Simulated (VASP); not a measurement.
# In2HSe2 in VASP: a series of runs

In2HSe2 is run at these levels: PBE+D3(BJ); tasks: single point.

Everything below comes from runs of VASP 6.6.1. Logs are shortened: lines on timing, memory, paths and dates and some standing lists are left out, and cuts for length are marked.

## 1. The cell of the first run

The cell holds a slab with vacuum, 5 atoms: a = 4.027 Å, b = 4.027 Å, c = 20.885 Å, α = 90.00°, β = 90.00°, γ = 120.00°.

## 2. Single point, PBE+D3(BJ), collinear spin

Contents of INCAR:

```
PREC = Accurate
ENCUT = 520
EDIFF = 1E-7
ISMEAR = 0
SIGMA = 0.05
LREAL = False
LASPH = True
NELM = 150
ALGO = Fast
ISIF = 2
LWAVE = False
LCHARG = False
ISPIN = 2
MAGMOM = 0 0 0 0 1
LORBIT = 11
LDIPOL = True
IDIPOL = 3
DIPOL = 0.5 0.5 0.350
GGA = PE
IVDW = 12
NBANDS = 32
```

Contents of KPOINTS:

```
regular mesh
0
Gamma
  9 9 1
```

Contents of POSCAR:

```
In2HSe2
1.0
    4.0266103726      0.0000000000      0.0000000000
   -2.0133051863      3.4871468738      0.0000000000
    0.0000000000      0.0000000000     20.8853553747
Se In H
2 2 1
Direct
    0.0000000000      0.0000000000      0.1915217591
    0.0000000000      0.0000000000      0.4493749427
    0.6666666667      0.3333333333      0.2535479421
    0.6666666667      0.3333333333      0.3873488619
    0.0000000000      0.4444444444      0.4672623864
```

Potentials or basis: VASP PAW PBE potentials, release 64 (Se, In_d, H).

The run is started by

```sh
$ cat potpaw_PBE.64/Se/POTCAR potpaw_PBE.64/In_d/POTCAR potpaw_PBE.64/H/POTCAR > POTCAR
$ mpirun -np 1 vasp_std > vasp.out
```

OUTCAR:

```text
PREC = Accurate
   ENCUT = 520
   EDIFF = 1E-7
   ISMEAR = 0
   LREAL = False
   LASPH = True
   NELM = 150
   ISIF = 2
   ISPIN = 2
   LORBIT = 11
   GGA = PE
   IVDW = 12
 IVDW          = 12

 ion  position               nearest neighbor table
   1  0.000  0.000  0.192-   3 2.66   3 2.66   3 2.66
   2  0.000  0.000  0.449-   5 1.83   4 2.66   4 2.66   4 2.66
   3  0.667  0.333  0.254-   1 2.66   1 2.66   1 2.66   4 2.79
   4  0.667  0.333  0.387-   5 2.05   2 2.66   2 2.66   2 2.66   3 2.79
   5  0.000  0.444  0.467-   2 1.83   4 2.05

  LATTYP: Found a hexagonal cell.
 ALAT       =     4.0266103726
 C/A-ratio  =     5.1868329543

  Lattice vectors:

 A1 = (   4.0266103726,   0.0000000000,   0.0000000000)
 A2 = (  -2.0133051863,   3.4871468738,   0.0000000000)
 A3 = (   0.0000000000,   0.0000000000,  20.8853553747)

Analysis of symmetry for initial positions (statically):
=====================================================================
 Subroutine PRICEL returns:
 Original cell was already a primitive cell.

 Routine SETGRP: Setting up the symmetry group for a
 hexagonal supercell.

 Subroutine GETGRP returns: Found  1 space group operations
 (whereof  1 operations were pure point group operations)
 out of a pool of 24 trial point group operations.

The static configuration has the point symmetry C_1 .

Analysis of symmetry for dynamics (positions and initial velocities):
=====================================================================
 Subroutine PRICEL returns:
 Original cell was already a primitive cell.

 Routine SETGRP: Setting up the symmetry group for a
 hexagonal supercell.

 Subroutine GETGRP returns: Found  1 space group operations
 (whereof  1 operations were pure point group operations)
 out of a pool of 24 trial point group operations.

The dynamic configuration has the point symmetry C_1 .

Analysis of structural, dynamic, and magnetic symmetry:
=====================================================================
 Subroutine PRICEL returns:
 Original cell was already a primitive cell.

 Routine SETGRP: Setting up the symmetry group for a
 hexagonal supercell.

 Subroutine GETGRP returns: Found  1 space group operations
 (whereof  1 operations were pure point group operations)
 out of a pool of 24 trial point group operations.

The overall configuration has the point symmetry C_1 .

 Subroutine INISYM returns: Found  1 space group operations
 (whereof  1 operations are pure point group operations),
 and found     1 'primitive' translations

----------------------------------------------------------------------------------------

                                     Primitive cell

  volume of cell :     293.2592

  direct lattice vectors                    reciprocal lattice vectors
     4.026610373  0.000000000  0.000000000     0.248347843  0.143383694  0.000000000
    -2.013305186  3.487146874  0.000000000     0.000000000  0.286767388  0.000000000
     0.000000000  0.000000000 20.885355375     0.000000000  0.000000000  0.047880440

  length of vectors
     4.026610373  4.026610373 20.885355375     0.286767388  0.286767388  0.047880440

  position of ions in fractional coordinates (direct lattice)
     0.000000000  0.000000000  0.191521759
     0.000000000  0.000000000  0.449374943
     0.666666667  0.333333333  0.253547942
     0.666666667  0.333333333  0.387348862
     0.000000000  0.444444444  0.467262386

  ion indices of the primitive-cell ions
   primitive index   ion index
                 1           1
                 2           2
                 3           3
                 4           4
                 5           5

----------------------------------------------------------------------------------------

 KPOINTS: regular mesh

[... 47 lines left out ...]
 -0.111111  0.444444  0.000000      2.000000
 [... further k-points ...]
   k-points           NKPTS =     41   k-points in BZ     NKDIM =     41   number of bands    NBANDS=     32
   number of dos      NEDOS =    301   number of ions     NIONS =      5
   total plane-waves  NPLWV = 144000
   dimension x,y,z NGX =    30 NGY =   30 NGZ =  160
   dimension x,y,z NGXF=    60 NGYF=   60 NGZF=  320
   ions per type =               2   2   1
   NGX,Y,Z   is equivalent  to a cutoff of  12.39, 12.39, 12.74 a.u.
   NGXF,Y,Z  is equivalent  to a cutoff of  24.77, 24.77, 25.47 a.u.
 SYSTEM =  unknown system
   PREC   = accura    normal or accurate (medium, high low for compatibility)
   ISTART =      0    job   : 0-new  1-cont  2-samecut
   ICHARG =      2    charge: 1-file 2-atom 10-const
   ISPIN  =      2    spin polarized calculation?
   LNONCOLLINEAR =      F non collinear calculations
   LSORBIT =      F    spin-orbit coupling
   LASPH  =      T    aspherical Exc in radial PAW
   ENCUT  =  520.0 eV  38.22 Ry    6.18 a.u.   7.49  7.49 38.83*2*pi/ulx,y,z
   NELM   =    150;   NELMIN=  2; NELMDL= -5     # of ELM steps
   EDIFF  = 0.1E-06   stopping-criterion for ELM
   LREAL  =      F    real-space projection
   EDIFFG = 0.1E-05   stopping-criterion for IOM
   NSW    =      0    number of steps for IOM
   IBRION =     -1    ionic relax: 0-MD 1-quasi-New 2-CG
   NFREE  =      0    steps in history (QN), initial steepest desc. (CG)
   ISIF   =      2    stress and relaxation
   ISYM   =      2    0-nonsym 1-usesym 2-fastsym
   POTIM  = 0.5000    time-step for ionic-motion
   TEBEG  =    0.0;   TEEND  =   0.0 temperature during run
   PSTRESS=    0.0 pullay stress
   NELECT =      39.0000    total number of electrons
   NUPDOWN=      -1.0000    fix difference up-down
   EMIN   =  10.00;   EMAX   =-10.00  energy-range for DOS
   EFERMI =   0.00;   METHOD = LEGACY
   ISMEAR =     0;   SIGMA  =   0.05  broadening in eV -4-tet -1-fermi 0-gaus
   EFERMI_NEDOS =   21; number of points for ismear=-14 and -15
   IALGO  =     68    algorithm
   IMIX   =      4    mixing-type and parameters
     AMIX     =   0.40;   BMIX     =  1.00
     AMIX_MAG =   1.60;   BMIX_MAG =  1.00
  volume/ion in A,a.u.               =      58.65       395.80
  Fermi-wavevector in a.u.,A,eV,Ry     =   0.835627  1.579106  9.500574  0.698272
  Thomas-Fermi vector in A             =   1.949217
   LORBIT       =     11    0 simple, 1 ext, 2 COOP (PROOUT), +10 PAW based schemes
   GGA     = PE    functional components
   LHFCALC =     F    Hartree Fock is set to
   AEXX    =    0.0000 exact exchange contribution
   IVDW    =    12    specifies the selected vdW correction
   LEPSILON=     F    determine dielectric tensor
   LRPA    =     F    only Hartree local field effects (RPA)
 spin polarized calculation
 RMM-DIIS sequential band-by-band and
 Gauss-broadening in eV      SIGMA  =   0.05
  energy-cutoff  :      520.00
  volume of cell :      293.26
 maximum number of plane-waves:      7939
 NGX is ok and might be reduce to    30
   NGX = 15   NGY = 15   NGZ = 77

 dipolmoment           0.000000      0.000000      0.010129 electrons x Angstroem

 number of electron      38.9999994 magnetization      -0.0000038

 number of electron      38.9999994 magnetization       0.0000087

 dipolmoment           0.000000      0.000000     -0.025673 electrons x Angstroem

 Free energy of the ion-electron system (eV)
  ---------------------------------------------------
  ext. energy  EPLUGINS =         0.00000000
  ---------------------------------------------------
  free energy    TOTEN  =       -15.62416082 eV

  energy without entropy =      -15.62159870  energy(sigma->0) =      -15.62287976

 E-fermi :  -0.2175     XC(G=0):  -4.1230

 val. band max:       -0.2248563112   @ k =   0.4444   0.4444   0.0000
 cond. band min:      -0.1918197720   @ k =   0.2222   0.2222   0.0000
 fundamental gap:      0.0330365391
 Fermi energy:        -0.2175174147

 spin component 1

 k-point     1 :       0.0000    0.0000    0.0000
  band No.  band energies     occupation
      1     -16.1612      1.00000
      2     -16.0322      1.00000
      3     -16.0017      1.00000
      4     -15.9505      1.00000
      5     -15.9273      1.00000
      6     -15.8171      1.00000
[... 805 lines left out ...]
     30       6.1074      0.00000
     31       6.2658      0.00000

 [... further k-points ...]

 spin component 2

 k-point     1 :       0.0000    0.0000    0.0000
  band No.  band energies     occupation
      1     -16.1612      1.00000
      2     -16.0322      1.00000
      3     -16.0017      1.00000
      4     -15.9505      1.00000
      5     -15.9273      1.00000
      6     -15.8171      1.00000
[... 805 lines left out ...]
     30       6.1087      0.00000
     31       6.2662      0.00000

 [... further k-points ...]

 [bands above 31 left out]

------------------------ aborting loop because EDIFF is reached ----------------------------------------

 vacuum level on the upper side and lower side of the slab       (xc-potential included)        -0.161         0.162

 Edisp (eV)   -0.96366

 E8    (eV) :    -0.4520

  FORCE on cell =-STRESS in cart. coord.  units (eV):
  Direction    XX          YY          ZZ          XY          YZ          ZX
  --------------------------------------------------------------------------------------
  -------------------------------------------------------------------------------------
  Total       1.80015     3.23656     1.65918    -1.23767     0.57485     0.55661
  in kB       9.83485    17.68245     9.06467    -6.76184     3.14059     3.04096
  external pressure =       12.19 kB  Pullay stress =        0.00 kB

 VOLUME and BASIS-vectors are now :
 -----------------------------------------------------------------------------
  energy-cutoff  :      520.00
  volume of cell :      293.26
      direct lattice vectors                 reciprocal lattice vectors
     4.026610373  0.000000000  0.000000000     0.248347843  0.143383694  0.000000000
    -2.013305186  3.487146874  0.000000000     0.000000000  0.286767388  0.000000000
     0.000000000  0.000000000 20.885355375     0.000000000  0.000000000  0.047880440

 POSITION                                       TOTAL-FORCE (eV/Angst)
 -----------------------------------------------------------------------------------
      0.00000      0.00000      4.00000        -0.007099     -0.009288     -0.033609
      0.00000      0.00000      9.38536         0.129110     -0.078467      1.006915
      2.01331      1.16238      5.29544        -0.021474     -0.034620     -0.090648
      2.01331      1.16238      8.08992        -0.280427     -0.202248     -0.884903
     -0.89480      1.54984      9.75894         0.179891      0.324624      0.002245
 -----------------------------------------------------------------------------------
    total drift:                                0.000008     -0.000025      0.000304

  FREE ENERGIE OF THE ION-ELECTRON SYSTEM (eV)
  ---------------------------------------------------
  free  energy   TOTEN  =       -16.5878253288 eV

  energy  without entropy=      -16.5852632108  energy(sigma->0) =      -16.58654427

 vacuum level on the upper side and lower side of the slab         3.607         3.940

 total charge

# of ion       s       p       d       tot
------------------------------------------
    1        1.472   2.327   0.022   3.821
    2        1.505   2.278   0.051   3.833
    3        0.865   0.647   9.884  11.396
    4        0.903   0.657   9.890  11.451
    5        0.467   0.016   0.000   0.483
--------------------------------------------------
tot          5.213   5.925  19.847  30.985

 magnetization (x)

# of ion       s       p       d       tot
------------------------------------------
    1       -0.000   0.000   0.000   0.000
    2       -0.000  -0.000  -0.000  -0.000
    3        0.000   0.000  -0.000   0.000
    4        0.000   0.000   0.000   0.000
    5       -0.000  -0.000   0.000  -0.000
--------------------------------------------------
tot          0.000   0.000  -0.000   0.000
```

Run time: 32 min. Hardware: 1 thread of Oxide Virtual Turin-like, shared host; peak memory 0.82 GiB.

Results:

* Free energy: -16.5878 eV
* Largest force: 1.018 eV/Å
* Net moment: 0.00 μB per cell
* Valence electrons inside the program's atomic spheres: Se 3.82, 3.83; In 11.40, 11.45; H 0.48
* Dispersion energy per atom: -0.193 eV

Forces on the atoms (eV/Å):
```
Se  -0.007 -0.009 -0.034
Se   0.129 -0.078  1.007
In  -0.021 -0.035 -0.091
In  -0.280 -0.202 -0.885
H    0.180  0.325  0.002
```

Caveat: spin-orbit coupling is left out, which moves the levels of the heavy elements.

## 3. Single point, PBE+D3(BJ), collinear spin

Contents of INCAR:

```
PREC = Accurate
ENCUT = 520
EDIFF = 1E-6
ISMEAR = 0
SIGMA = 0.05
LREAL = F
LASPH = T
NELM = 150
ALGO = Normal
ISIF = 2
LWAVE = F
LCHARG = F
ISPIN = 2
MAGMOM = 0 0 0 0 1
LORBIT = 11
LDIPOL = T
IDIPOL = 3
DIPOL = 0.5 0.5 0.361
GGA = PE
IVDW = 12
NBANDS = 32
```

Contents of KPOINTS:

```
Automatic mesh
0
Gamma
  9 9 1
```

Edit POSCAR of step 2 so:

```diff
@@ -12,2 +12,2 @@
     0.6666666667      0.3333333333      0.3873488619
-    0.0000000000      0.4444444444      0.4672623864
+    0.6666666667      0.2222222222      0.5222047939
```

Potentials or basis: VASP PAW PBE potentials, release 64 (Se, In_d, H).

The run is started by

```sh
$ cat potpaw_PBE.64/Se/POTCAR potpaw_PBE.64/In_d/POTCAR potpaw_PBE.64/H/POTCAR > POTCAR
$ mpirun -np 1 vasp_std > vasp.out
```

Wall time 14 min (1 thread of Oxide Virtual Turin-like, shared host); peak memory 0.83 GiB.

Results (log left out):

| Quantity | Value |
| --- | --- |
| Free energy | -16.2892 eV |
| Largest force | 0.123 eV/Å |
| Band gap on the k mesh | 0.47 eV (least direct gap 0.69 eV) |
| Net moment | 1.00 μB per cell |
| Site moments | Se +0.02, +0.05; In +0.02, +0.04; H +0.33 μB |
| Valence electrons inside the program's atomic spheres | Se 3.82, 3.81; In 11.40; H 0.39 |
| Dispersion energy per atom | -0.195 eV |

Forces on the atoms (eV/Å):
```
Se   0.000  0.001 -0.017
Se  -0.049  0.029  0.109
In   0.000  0.003 -0.015
In   0.013 -0.010 -0.078
H    0.037 -0.022  0.001
```

Levels at points of the mesh, in eV from the valence-band top:
Spin up:
| k point | band 16 | band 17 | band 18 | band 19 | band 20 | band 21 | band 22 | band 23 | band 24 | band 25 |
| --- | --- | --- | --- | --- | --- | --- | --- | --- | --- | --- |
| (0.00, 0.00, 0.00) | -1.16 | -1.12 | -1.02 | -1.01 | -0.22 | 1.59 | 2.66 | 4.41 | 4.44 | 5.00 |
Spin down:
| k point | band 17 | band 18 | band 19 | band 20 | band 21 | band 22 |
| --- | --- | --- | --- | --- | --- | --- |
| (0.00, 0.00, 0.00) | -1.01 | -0.99 | -0.93 | 0.47 | 1.94 | 3.66 |

Caveat: spin-orbit coupling is left out, which moves the levels of the heavy elements.

## 4. Single point, PBE+D3(BJ), collinear spin

Contents of INCAR:

```
SYSTEM = In2HSe2
ALGO = Fast
DIPOL = 0.5 0.5 0.361
EDIFF = 1E-7
ENCUT = 520
GGA = PE
IDIPOL = 3
ISIF = 2
ISMEAR = 0
ISPIN = 2
IVDW = 12
LASPH = .True.
LCHARG = .True.
LDIPOL = .True.
LELF = .True.
LORBIT = 11
LREAL = .False.
LVACPOTAV = .True.
LVHAR = .True.
LWAVE = .False.
MAGMOM = 0 0 0 0 1
NBANDS = 32
NELM = 150
PREC = Accurate
SIGMA = 0.05
```

Contents of KPOINTS:

```
k-points
0
Gamma
  9 9 1
  0 0 0
```

Edit POSCAR of step 3 so:

```diff
@@ -12,2 +12,2 @@
     0.6666666667      0.3333333333      0.3873488619
-    0.6666666667      0.2222222222      0.5222047939
+    0.0000000000      0.8888888889      0.5222144028
```

The run is started by

```sh
$ cat potpaw_PBE.64/Se/POTCAR potpaw_PBE.64/In_d/POTCAR potpaw_PBE.64/H/POTCAR > POTCAR
$ mpirun -np 1 vasp_std > vasp.out
```

Wall time 42 min (1 thread of Oxide Virtual Turin-like, shared host); peak memory 0.85 GiB.

Results (log left out):

```yaml
Free_energy: -16.5842 eV
Largest_force: 1.290 eV/Å
Net_moment: 0.00 μB per cell
Valence_electrons_inside_the_program's_atomic_spheres: Se 3.82, 3.88; In 11.38, 11.43; H 0.51
Dispersion_energy_per_atom: -0.188 eV
```

Forces on the atoms (eV/Å):
```
Se  -0.024  0.004  0.007
Se   0.055 -0.146  1.280
In  -0.075  0.076 -0.145
In  -0.052  0.112 -1.140
H    0.096 -0.047 -0.002
```

Levels at points of the mesh, in eV from the Fermi level:
Spin up:
```csv
k point,band 17,band 18,band 19,band 20,band 21,band 22,band 23,band 24
"(0.00, 0.00, 0.00)",-2.82,-1.93,-1.93,-0.55,0.83,1.51,3.00,3.20
```
Spin down:
| k point | band 18 | band 19 | band 20 | band 21 | band 22 | band 23 |
| --- | --- | --- | --- | --- | --- | --- |
| (0.00, 0.00, 0.00) | -1.93 | -1.93 | -0.55 | 0.83 | 1.51 | 3.00 |

Caveat: spin-orbit coupling is left out, which moves the levels of the heavy elements.

## 5. Overview

| cell | gap on the mesh (eV) | moment (μB) | largest force (eV/Å) |
| --- | --- | --- | --- |
| as given, atomic positions A | none | 0.00 | 1.02 |
| as given, atomic positions B | 0.47 | 1.00 | 0.12 |
| as given, atomic positions C | none | 0.00 | 1.29 |

Alike in all rows: task single point; level PBE+D3(BJ); potentials or basis VASP PAW PBE potentials, release 64 (Se, In_d, H); spin collinear; k mesh 9 × 9 × 1; cutoff (eV) 520; smearing gaussian 0.05 eV.

Caveats: spin-orbit coupling is left out, which moves the levels of the heavy elements.

Absolute energies hang on the potentials; compare differences alone.
